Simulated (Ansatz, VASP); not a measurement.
ZrB2: VASP beside Ansatz

Contents of INCAR:

```
SYSTEM = ZrB2
AGGAC = 1.0 ; AGGAX = 1.0
ALDAC = 0.0 ; ALDAX = 1.0
ALGO = Normal ; EDIFF = 1E-6
EDIFFG = -0.005 ; ENCUT = 600
GGA = B5 ; IBRION = 2
ISIF = 3 ; ISMEAR = -1
IVDW = 13 ; LASPH = .TRUE.
LCHARG = .FALSE. ; LREAL = .FALSE.
LWAVE = .FALSE. ; NELM = 60
NSW = 80 ; PREC = Accurate
SIGMA = 0.05 ; VDW_A1 = 0.44488865
VDW_A2 = 4.0933009 ; VDW_S6 = 1.0
VDW_S8 = 2.34076671
```

Contents of KPOINTS:

```
k-points
0
G
  10 10 8
  0 0 0
```

The input POSCAR:

```
ZrB2
1.0
    3.1700000000      0.0000000000      0.0000000000
   -1.5850000000      2.7453005300      0.0000000000
    0.0000000000      0.0000000000      3.5330000000
Zr B
1 2
Direct
    0.0000000000      0.0000000000      0.0000000000
    0.6666666667      0.3333333333      0.5000000000
    0.3333333333      0.6666666667      0.5000000000
```

Contents of input.yaml:

```yaml
crystal:
  lattice:
    - [3.17, 0.0, 0.0]
    - [-1.585, 2.74530053, 0.0]
    - [0.0, 0.0, 3.533]
  atoms:
    - { symbol: Zr, position: [0.0, 0.0, 0.0] }
    - { symbol: B, position: [0.6666666667, 0.3333333333, 0.5] }
    - { symbol: B, position: [0.3333333333, 0.6666666667, 0.5] }
kpoints:
  mp_grid: { grid: [10, 10, 8] }
scf:
  occupations: { method: fermi_dirac, width: 0.05 }
hamiltonian:
  xc: blyp
  dispersion: d4
  pseudopotentials: { kind: all_electron, lapw: { basis_error: 0.002 } }
output:
  forces: true
  stress: true
relax:
  f_tol: 0.005
  max_steps: 60
  cell: {}
```

Alike in both runs: task relaxation of cell and atoms; functional BLYP; dispersion D4; k mesh 10 × 10 × 8; occupations fermi-dirac, width 0.05 eV; no spin polarisation.

```csv
,VASP,Ansatz
version,VASP 6.6.1,Ansatz 0.2.0
potentials or method,"VASP PAW PBE potentials, release 64 (Zr_sv, B), cutoff 600 eV","all-electron LAPW, scalar-relativistic"
```

Ansatz gave:

```
relaxed volume (Å³/atom)                                     : 10.09
relaxed cell length with the largest relative difference (Å) : 3.525
```

Problem. Estimate VASP's values.

Solution. Relaxed volume (Å³/atom): 10.10; relaxed cell length with the largest relative difference (Å): 3.528.

VASP's potentials were made for PBE, not for BLYP. Ansatz ran all-electron here, and VASP with PAW potentials.
